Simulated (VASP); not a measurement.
# SnSe (Fm-3m) in VASP: settings compared, part 2 of 2

VASP 6.6.1.

### 3 Single point, PBE+D4

This run uses another cell than the first one, of 26.42 Å³/atom, 0.994 times its volume.

Contents of INCAR:

```
SYSTEM = SnSe
PREC = Accurate
ENCUT = 520
EDIFF = 1E-6
ISMEAR = -1
SIGMA = 0.02
LREAL = .False.
LASPH = .True.
NELM = 100
ALGO = Normal
ISIF = 2
LWAVE = .False.
LCHARG = .False.
GGA = PE
IVDW = 13
NBANDS = 17
```

Contents of KPOINTS:

```
regular mesh
0
Gamma
  6 6 6
  0 0 0
```

Contents of POSCAR:

```
SnSe
1.0
    0.0000000000      2.9784801191      2.9784801191
    2.9784801191      0.0000000000      2.9784801191
    2.9784801191      2.9784801191      0.0000000000
Sn Se
1 1
Direct
    0.0000000000      0.0000000000      0.0000000000
    0.5000000000      0.5000000000      0.5000000000
```

Potentials or basis: VASP PAW PBE potentials, release 64 (Sn_d, Se).

Run with:

```sh
cat potpaw_PBE.64/Sn_d/POTCAR potpaw_PBE.64/Se/POTCAR > POTCAR
mpirun -np 1 vasp_std > vasp.out
```

OUTCAR:

```text
SYSTEM = SnSe
   PREC = Accurate
   ENCUT = 520
   EDIFF = 1E-6
   ISMEAR = -1
   LREAL = .False.
   LASPH = .True.
   NELM = 100
   ISIF = 2
   GGA = PE
   IVDW = 13

 ion  position               nearest neighbor table
   1  0.000  0.000  0.000-   2 2.98   2 2.98   2 2.98   2 2.98   2 2.98   2 2.98
   2  0.500  0.500  0.500-   1 2.98   1 2.98   1 2.98   1 2.98   1 2.98   1 2.98

  LATTYP: Found a face centered cubic cell.
 ALAT       =     5.9569602382

  Lattice vectors:

 A1 = (   0.0000000000,   2.9784801191,   2.9784801191)
 A2 = (   2.9784801191,   0.0000000000,   2.9784801191)
 A3 = (   2.9784801191,   2.9784801191,   0.0000000000)

Analysis of symmetry for initial positions (statically):
=====================================================================
 Subroutine PRICEL returns:
 Original cell was already a primitive cell.

 Routine SETGRP: Setting up the symmetry group for a
 face centered cubic supercell.

 Subroutine GETGRP returns: Found 48 space group operations
 (whereof 48 operations were pure point group operations)
 out of a pool of 48 trial point group operations.

The static configuration has the point symmetry O_h .

Analysis of symmetry for dynamics (positions and initial velocities):
=====================================================================
 Subroutine PRICEL returns:
 Original cell was already a primitive cell.

 Routine SETGRP: Setting up the symmetry group for a
 face centered cubic supercell.

 Subroutine GETGRP returns: Found 48 space group operations
 (whereof 48 operations were pure point group operations)
 out of a pool of 48 trial point group operations.

The dynamic configuration has the point symmetry O_h .

 Subroutine INISYM returns: Found 48 space group operations
 (whereof 48 operations are pure point group operations),
 and found     1 'primitive' translations

----------------------------------------------------------------------------------------

                                     Primitive cell
[... 100 lines left out ...]
   IMIX   =      4    mixing-type and parameters
     AMIX     =   0.40;   BMIX     =  1.00
     AMIX_MAG =   1.60;   BMIX_MAG =  1.00
  volume/ion in A,a.u.               =      26.42       178.31
  Fermi-wavevector in a.u.,A,eV,Ry     =   1.184168  2.237754 19.078834  1.402255
  Thomas-Fermi vector in A             =   2.320388
   LORBIT       =      0    0 simple, 1 ext, 2 COOP (PROOUT), +10 PAW based schemes
   GGA     = PE    functional components
   LHFCALC =     F    Hartree Fock is set to
   AEXX    =    0.0000 exact exchange contribution
   IVDW    =    13    specifies the selected vdW correction
   LEPSILON=     F    determine dielectric tensor
   LRPA    =     F    only Hartree local field effects (RPA)
 non-spin polarized calculation
  energy-cutoff  :      520.00
  volume of cell :       52.85
 maximum number of plane-waves:      1435
   NGX = 15   NGY = 15   NGZ = 15

 number of electron      20.0000007 magnetization

 Free energy of the ion-electron system (eV)
  ---------------------------------------------------
  ext. energy  EPLUGINS =         0.00000000
  ---------------------------------------------------
  free energy    TOTEN  =        -8.21974390 eV

  energy without entropy =       -8.21974390  energy(sigma->0) =       -8.21974390

 E-fermi :   6.2691     XC(G=0):  -9.7510

 val. band max:        5.9097254402   @ k =   0.5000   0.0000   0.0000
 cond. band min:       6.6309379874   @ k =   0.5000   0.0000   0.0000
 fundamental gap:      0.7212125472
 Fermi energy:         6.2690820784

 k-point     1 :       0.0000    0.0000    0.0000
  band No.  band energies     occupation
      1     -15.6654      2.00000
      2     -15.6654      2.00000
      3     -15.6654      2.00000
      4     -15.6650      2.00000
      5     -15.6650      2.00000
      6      -8.1587      2.00000
[... 297 lines left out ...]
      4     -15.6524      2.00000
      5     -15.6453      2.00000
      6      -6.8313      2.00000
[... 9 lines left out ...]
     16      17.2712      0.00000
     17      18.7333      0.00000

------------------------ aborting loop because EDIFF is reached ----------------------------------------

  DFT-D4 for vdW energy calculation

  Edisp (eV):   -0.79971

  FORCE on cell =-STRESS in cart. coord.  units (eV):
  Direction    XX          YY          ZZ          XY          YZ          ZX
  --------------------------------------------------------------------------------------
  -------------------------------------------------------------------------------------
  Total      -0.00416    -0.00416    -0.00416     0.00000     0.00000     0.00000
  in kB      -0.12598    -0.12598    -0.12598     0.00000     0.00000     0.00000
  external pressure =       -0.13 kB  Pullay stress =        0.00 kB

 VOLUME and BASIS-vectors are now :
 -----------------------------------------------------------------------------
  energy-cutoff  :      520.00
  volume of cell :       52.85
      direct lattice vectors                 reciprocal lattice vectors
     0.000000000  2.978480119  2.978480119    -0.167870854  0.167870854  0.167870854
     2.978480119  0.000000000  2.978480119     0.167870854 -0.167870854  0.167870854
     2.978480119  2.978480119  0.000000000     0.167870854  0.167870854 -0.167870854

 POSITION                                       TOTAL-FORCE (eV/Angst)
 -----------------------------------------------------------------------------------
      0.00000      0.00000      0.00000        -0.000000     -0.000000      0.000000
      2.97848      2.97848      2.97848         0.000000      0.000000     -0.000000
 -----------------------------------------------------------------------------------
    total drift:                                0.000000     -0.000000     -0.000000

  FREE ENERGIE OF THE ION-ELECTRON SYSTEM (eV)
  ---------------------------------------------------
  free  energy   TOTEN  =        -9.0194523120 eV

  energy  without entropy=       -9.0194523116  energy(sigma->0) =       -9.01945231
```

stdout:

```text
POSCAR found type information on POSCAR SnSe
 POSCAR found :  2 types and       2 ions
 scaLAPACK will be used
 LDA part: xc-table for (Slater+PW92), standard interpolation
 POSCAR, INCAR and KPOINTS ok, starting setup
 FFT: planning ... GRIDC
 FFT: planning ... GRID_SOFT
 FFT: planning ... GRID
 WAVECAR not read
 entering main loop
```

Wall time 12 s (1 thread of Intel Xeon Platinum 8259CL at 2.50GHz (Skylake/Cascade Lake), shared host); peak memory 0.18 GiB.

What came out:

```
Free energy                : -9.0195 eV
Pressure                   : 0.0 GPa
Band gap on the k mesh     : 0.72 eV, direct
Dispersion energy per atom : -0.400 eV
```

Levels at points of the mesh, in eV from the valence-band top:
```tsv
k point	band 8	band 9	band 10	band 11	band 12	band 13
(0.00, 0.00, 0.00)	-2.26	-2.26	-2.26	4.47	4.47	4.47
(0.50, 0.00, 0.00)	-2.01	-2.01	0.00	0.72	1.26	1.26
(0.50, 0.50, 0.00)	-5.67	-3.77	-3.77	2.94	5.55	5.55
```

Caveat: spin-orbit coupling is left out, which moves the levels of the heavy elements. A k mesh can miss the band edges.
